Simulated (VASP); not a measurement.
# InSb (Fm-3m) in VASP: vibrations by perturbation theory with PBE

Aim: the vibrations by perturbation theory of InSb with PBE.

Program: VASP 6.6.1. These are calculated values, not measurements. Logs are shortened: lines on timing, memory, paths and dates and some standing lists are left out, and cuts for length are marked.

### Step 1. The cell of the first run

The structure is cubic, space group Fm-3m (No. 225). The conventional cell has a = 6.150 Å, b = 6.150 Å, c = 6.150 Å, α = 90.00°, β = 90.00°, γ = 90.00°. Within 4.0 Å of In (site symmetry m-3m) lie 6 Sb at 3.08 Å. Within 4.0 Å of Sb (site symmetry m-3m) lie 6 In at 3.08 Å.

### Step 2. Vibrations by perturbation theory, PBE

INCAR

```
PREC = Accurate
ENCUT = 520
EDIFF = 1E-8
ISMEAR = 0
SIGMA = 0.15
LREAL = F
LASPH = T
NELM = 60
ALGO = Normal
ISIF = 2
LWAVE = F
LCHARG = F
GGA = PE
NBANDS = 16
IBRION = 8
NSW = 1
```

KPOINTS

```
regular mesh
0
Gamma
  12 12 12
```

POSCAR

```
InSb
1.0
    0.0000000000      3.0751837979      3.0751837979
    3.0751837979      0.0000000000      3.0751837979
    3.0751837979      3.0751837979      0.0000000000
In Sb
1 1
Direct
    0.0000000000      0.0000000000      0.0000000000
    0.5000000000      0.5000000000      0.5000000000
```

Potentials or basis: VASP PAW PBE potentials, release 64 (In_d, Sb).

Run with:

```console
$ cat potpaw_PBE.64/In_d/POTCAR potpaw_PBE.64/Sb/POTCAR > POTCAR
$ mpirun -np 1 vasp_std > vasp.out
```

OUTCAR:

```text
PREC = Accurate
   ENCUT = 520
   EDIFF = 1E-8
   ISMEAR = 0
   LREAL = F
   LASPH = T
   NELM = 60
   ISIF = 2
   GGA = PE
   IBRION = 8
   NSW = 1

 ion  position               nearest neighbor table
   1  0.000  0.000  0.000-   2 3.08   2 3.08   2 3.08   2 3.08   2 3.08   2 3.08
   2  0.500  0.500  0.500-   1 3.08   1 3.08   1 3.08   1 3.08   1 3.08   1 3.08

  LATTYP: Found a face centered cubic cell.
 ALAT       =     6.1503675958

  Lattice vectors:

 A1 = (   0.0000000000,   3.0751837979,   3.0751837979)
 A2 = (   3.0751837979,   0.0000000000,   3.0751837979)
 A3 = (   3.0751837979,   3.0751837979,   0.0000000000)

Analysis of symmetry for initial positions (statically):
=====================================================================
 Subroutine PRICEL returns:
 Original cell was already a primitive cell.

 Routine SETGRP: Setting up the symmetry group for a
 face centered cubic supercell.

 Subroutine GETGRP returns: Found 48 space group operations
 (whereof 48 operations were pure point group operations)
 out of a pool of 48 trial point group operations.

The static configuration has the point symmetry O_h .

Analysis of symmetry for dynamics (positions and initial velocities):
=====================================================================
 Subroutine PRICEL returns:
 Original cell was already a primitive cell.

 Routine SETGRP: Setting up the symmetry group for a
 face centered cubic supercell.

 Subroutine GETGRP returns: Found 48 space group operations
 (whereof 48 operations were pure point group operations)
 out of a pool of 48 trial point group operations.

The dynamic configuration has the point symmetry O_h .

 Subroutine INISYM returns: Found 48 space group operations
 (whereof 48 operations are pure point group operations),
 and found     1 'primitive' translations

----------------------------------------------------------------------------------------

                                     Primitive cell

  volume of cell :      58.1625

[... 612 lines left out ...]

 VOLUME and BASIS-vectors are now :
 -----------------------------------------------------------------------------
  energy-cutoff  :      520.00
  volume of cell :       58.16
      direct lattice vectors                 reciprocal lattice vectors
     0.000000000  3.075183798  3.075183798    -0.162591908  0.162591908  0.162591908
     3.075183798  0.000000000  3.075183798     0.162591908 -0.162591908  0.162591908
     3.075183798  3.075183798  0.000000000     0.162591908  0.162591908 -0.162591908

 POSITION                                       TOTAL-FORCE (eV/Angst)
 -----------------------------------------------------------------------------------
      0.00000      0.00000      0.00000        -0.000000      0.000000     -0.000000
      3.07518      3.07518      3.07518         0.000000     -0.000000      0.000000
 -----------------------------------------------------------------------------------
    total drift:                                0.000000     -0.000000     -0.000000

  FREE ENERGIE OF THE ION-ELECTRON SYSTEM (eV)
  ---------------------------------------------------
  free  energy   TOTEN  =        -6.6707182127 eV

  energy  without entropy=       -6.6546239633  energy(sigma->0) =       -6.66267109

[... ionic steps 2 to 3 ...]

--------------------------------------- Ionic step        4  -------------------------------------------

------------------------ aborting loop because EDIFF is reached ----------------------------------------

[... ionic steps 5 to 6 ...]

--------------------------------------- Ionic step        7  -------------------------------------------

 Free energy of the ion-electron system (eV)
  ---------------------------------------------------
  ---------------------------------------------------
  free energy    TOTEN  =        -0.02543475 eV

  energy without entropy =       -0.02543476

------------------------ aborting loop because EDIFF is reached ----------------------------------------

 INTERNAL STRAIN TENSOR  FOR ION    2  DIRECTION 1   (eV/Angst):
 -----------------------------------------------------------------------------
    -0.04168 -0.00000  0.00000
     0.00000  0.03056  0.00000
     0.00000  0.00000  0.03056

 INTERNAL STRAIN TENSOR FOR ION    2 for displacements in x,y,z  (eV/Angst):
          X           Y           Z          XY          YZ          ZX
  --------------------------------------------------------------------------------
  x     0.00000     0.00000     0.00000     0.00000     0.00000     0.00000
  y     0.00000     0.00000     0.00000     0.00000     0.00000     0.00000
  z     0.00000     0.00000     0.00000     0.00000     0.00000     0.00000

 SECOND DERIVATIVES (NOT SYMMETRIZED)
 ------------------------------------
               1X          1Y          1Z          2X          2Y          2Z
  1X    -2.061804    0.000000    0.000000    2.061804    0.000000    0.000000
  1Y     0.000000   -2.061804    0.000000    0.000000    2.061804    0.000000
  1Z     0.000000    0.000000   -2.061804    0.000000    0.000000    2.061804
  2X     2.034971    0.000000    0.000000   -2.034971    0.000000    0.000000
  2Y     0.000000    2.034971    0.000000    0.000000   -2.034971    0.000000
  2Z     0.000000    0.000000    2.034971    0.000000    0.000000   -2.034971

 Eigenvectors and eigenvalues of the dynamical matrix
 ----------------------------------------------------

   1 f  =    2.910967 THz    18.290147 2PiTHz   97.099420 cm-1    12.038788 meV
             X         Y         Z           dx          dy          dz
      0.000000  0.000000  0.000000     0.000000    0.719665    0.000000
      3.075184  3.075184  3.075184     0.000000   -0.694321    0.000000
[... 21 lines left out ...]
   6 f/i=    0.009527 THz     0.059862 2PiTHz    0.317797 cm-1     0.039402 meV
             X         Y         Z           dx          dy          dz
      0.000000  0.000000  0.000000     0.000000    0.000000   -0.694321
      3.075184  3.075184  3.075184     0.000000    0.000000   -0.719665

--------------------------------------------------------------------------------------------------------

 ELASTIC MODULI CONTR FROM IONIC RELAXATION (kBar)
 Direction    XX          YY          ZZ          XY          YZ          ZX
 --------------------------------------------------------------------------------
 XX           0.0000      0.0000      0.0000      0.0000      0.0000      0.0000
 YY           0.0000      0.0000      0.0000      0.0000      0.0000      0.0000
 ZZ           0.0000      0.0000      0.0000      0.0000      0.0000      0.0000
 XY           0.0000      0.0000      0.0000      0.0000      0.0000      0.0000
 YZ           0.0000      0.0000      0.0000      0.0000      0.0000      0.0000
 ZX           0.0000      0.0000      0.0000      0.0000      0.0000      0.0000
 --------------------------------------------------------------------------------
```

OSZICAR:

```text
N       E                     dE             d eps       ncg     rms          rms(c)
DAV:   1     0.108914124714E+03    0.10891E+03   -0.79508E+03  2304   0.117E+03
DAV:   2    -0.254557048616E+00   -0.10917E+03   -0.10581E+03  2576   0.285E+02
DAV:   3    -0.655492399242E+01   -0.63004E+01   -0.62541E+01  3016   0.689E+01
DAV:   4    -0.671367457375E+01   -0.15875E+00   -0.15871E+00  2888   0.120E+01
[... 43 lines left out ...]
RMM:   9    -0.254347083590E-01   -0.30316E-06    0.42770E-10  9899   0.328E-04    0.177E-04
RMM:  10    -0.254347394410E-01   -0.31082E-07   -0.57604E-09 10801   0.113E-04    0.266E-04
RMM:  11    -0.254347540437E-01   -0.14603E-07    0.14148E-08  9790   0.593E-05    0.147E-04
RMM:  12    -0.254347544025E-01   -0.35882E-09    0.64983E-09 10842   0.254E-05    0.107E-04
 Linear response finished
```

stdout:

```text
POSCAR found type information on POSCAR InSb
 POSCAR found :  2 types and       2 ions
 scaLAPACK will be used
 LDA part: xc-table for (Slater+PW92), standard interpolation
 POSCAR, INCAR and KPOINTS ok, starting setup
 FFT: planning ... GRIDC
 FFT: planning ... GRID_SOFT
 FFT: planning ... GRID
 WAVECAR not read
 entering main loop
 Linear response reoptimize wavefunctions to high precision
 Linear response DOF=           2
 Linear response progress:
 first order change of Fermi-energy  -0.53584E-03
 force on displaced ion       1 direction 1 :  -2.062   0.000   0.000
 Linear response progress:
 first order change of Fermi-energy   0.12919E-02
 force on displaced ion       2 direction 1 :  -2.035   0.000   0.000
 Linear response finished
```

It took 6.6 min on 1 thread of Intel Xeon Platinum 8259CL at 2.50GHz (Skylake/Cascade Lake), shared host; peak memory 0.46 GiB.

Results:

```yaml
Highest_phonon_frequency_at_Γ_LO-TO_splitting_left_out: 97 cm⁻¹
```

Phonon frequencies in cm⁻¹ (negative: imaginary):
| q point | frequencies |
| --- | --- |
| (0.000, 0.000, 0.000) | 0 0 0 97 97 97 |

Caveat: spin-orbit coupling is left out, which moves the levels of the heavy elements.
